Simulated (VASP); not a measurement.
Here is a VASP 6.6.1 calculation.

Contents of INCAR:

```
PREC = Accurate
ENCUT = 520
EDIFF = 1E-6
ISMEAR = 0
SIGMA = 0.1
LREAL = False
LASPH = True
NELM = 100
ALGO = Normal
ISIF = 2
LWAVE = False
LCHARG = False
GGA = PE
NBANDS = 43
```

KPOINTS

```
regular mesh
0
Gamma
  3 3 3
```

The input POSCAR:

```
SrZn2
1.0
    4.8451740000     -1.2481700000      0.1714940000
    0.3680860000      5.2131380000     -0.0939460000
    0.1375810000     -0.5313030000      5.7712750000
Sr Zn
2 4
Direct
    0.6784759457      0.6281963638      0.3744172617
    0.1016991452      0.2090072700      0.5560309644
    0.3121414175      0.8730107751      0.9070400371
    0.8000532096      0.0491185153      0.0293583589
    0.5967232847      0.3896132092      0.8355200782
    0.1690096738      0.4405055482      0.0859987766
```

Potentials or basis: VASP PAW PBE potentials, release 64 (Sr_sv, Zn).

Run with:

```sh
$ cat potpaw_PBE.64/Sr_sv/POTCAR potpaw_PBE.64/Zn/POTCAR > POTCAR
$ mpirun -np 1 vasp_std > vasp.out
```

**Question.** Predict the pressure.

**Answer.** 3.5 GPa.

**Question.** Predict the largest force.

**Answer.** 0.491 eV/Å.

**Question.** What does it give for the band gap on the k mesh?

**Answer.** Zero (bands 34 and 35 overlap by 0.31 eV).

Stress tensor (GPa, compression positive):
```
 5.02  2.18  0.02
 2.18  2.76 -2.78
 0.02 -2.78  2.85
```

Caveat: the k points lie up to 0.43 Å⁻¹ apart.
